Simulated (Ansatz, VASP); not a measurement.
# One calculation of Ir, two programs

File INCAR:

```
PREC = Accurate
ENCUT = 520
EDIFF = 1E-6
ISMEAR = 0
SIGMA = 0.15
LREAL = F
LASPH = T
NELM = 60
ALGO = Normal
ISIF = 2
LWAVE = F
LCHARG = F
GGA = CA
NBANDS = 10
```

KPOINTS

```
Automatic mesh
0
Gamma
  22 22 22
```

Contents of POSCAR:

```
Ir
1.0
    0.0000000000      1.8414052247      2.1489198972
    1.8414052247      0.0000000000      2.1489198972
    1.8414052247      1.8414052247      0.0000000000
Ir
1
Direct
    0.0000000000      0.0000000000      0.0000000000
```

Input for Ansatz:

```yaml
crystal:
  lattice:
    - [0.0, 1.8414052247, 2.1489198972]
    - [1.8414052247, 0.0, 2.1489198972]
    - [1.8414052247, 1.8414052247, 0.0]
  atoms:
    - { symbol: Ir, position: [0.0, 0.0, 0.0] }
basis:
  ecutwfc: 420
kpoints:
  mp_grid: { grid: [22, 22, 22] }
hamiltonian:
  xc: lda
  pseudopotentials: { kind: paw, azcp: { folder: soft_1 } }
scf:
  occupations: { method: gaussian, width: 0.15 }
output:
  forces: true
  stress: true
  eigenvalues: true
```

Alike in both runs: task single point; functional LDA; k mesh 22 × 22 × 22; occupations gaussian, width 0.15 eV; no spin polarisation.

|  | VASP | Ansatz |
| --- | --- | --- |
| version | VASP 6.6.1 | Ansatz 0.2.0 |
| potentials or method | VASP PAW LDA potentials, release 64 (Ir), cutoff 520 eV | scalar-relativistic, plane waves, PAW |
| valence electrons in the cell | 9 | 17 |

VASP gave:

| Item | Value |
| --- | --- |
| gap on the k mesh at the Fermi level (eV) | none |
| pressure (GPa) | -10.4 |
| traceless stress, the component that is largest in VASP (GPa) | -32.76 |

Problem. Which values does Ansatz return?

Solution. gap on the k mesh at the Fermi level (eV): none; pressure (GPa): -12.5; traceless stress, the component that is largest in VASP (GPa): -32.82.

Ansatz warns that its potentials were made for another functional, while VASP's fit it. LDA's correlation is that of Perdew and Zunger in VASP and of Perdew and Wang (1992) in Ansatz. A gap of «none» marks a metal or a gap that the smearing closes. VASP's potentials hold 9 valence electrons a cell and Ansatz's 17, so a difference there can come from the potentials and not from the codes.

Spin-orbit coupling is off throughout.
